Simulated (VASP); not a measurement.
Here is a VASP 6.6.1 calculation.

Contents of INCAR:

```
SYSTEM = Hg2Pb
PREC = Accurate ; ENCUT = 520
EDIFF = 1E-6 ; ISMEAR = 0
SIGMA = 0.1 ; LREAL = .FALSE.
LASPH = .TRUE. ; NELM = 100
ALGO = Normal ; ISIF = 2
LWAVE = .FALSE. ; LCHARG = .FALSE.
GGA = PE ; NBANDS = 26
```

KPOINTS

```
Automatic mesh
0
G
  6 6 2
  0 0 0
```

The input POSCAR:

```
Hg2Pb
1.0
    3.4146420400      0.0000000000      0.0000000000
   -1.7073210200      2.9571667500      0.0000000000
    0.0000000000      0.0000000000      8.3641306600
Hg Pb
2 1
Direct
    0.3333333300      0.6666666700      0.6666666700
    0.6666666700      0.3333333300      0.3333333300
    0.0000000000      0.0000000000      0.0000000000
```

Potentials or basis: VASP PAW PBE potentials, release 64 (Hg, Pb_d).

The run is started by

```sh
$ cat potpaw_PBE.64/Hg/POTCAR potpaw_PBE.64/Pb_d/POTCAR > POTCAR
$ mpirun -np 1 vasp_std > vasp.out
```

**Question.** Estimate the largest force.

**Answer.** 0.282 eV/Å.

**Question.** Predict the pressure.

**Answer.** 0.4 GPa.

Stress tensor (GPa, compression positive):
```
0.12 0.00 0.00
0.00 0.12 0.00
0.00 0.00 1.02
```

Caveat: the k points lie up to 0.38 Å⁻¹ apart, too coarse for converged energies and pressures of a metal.
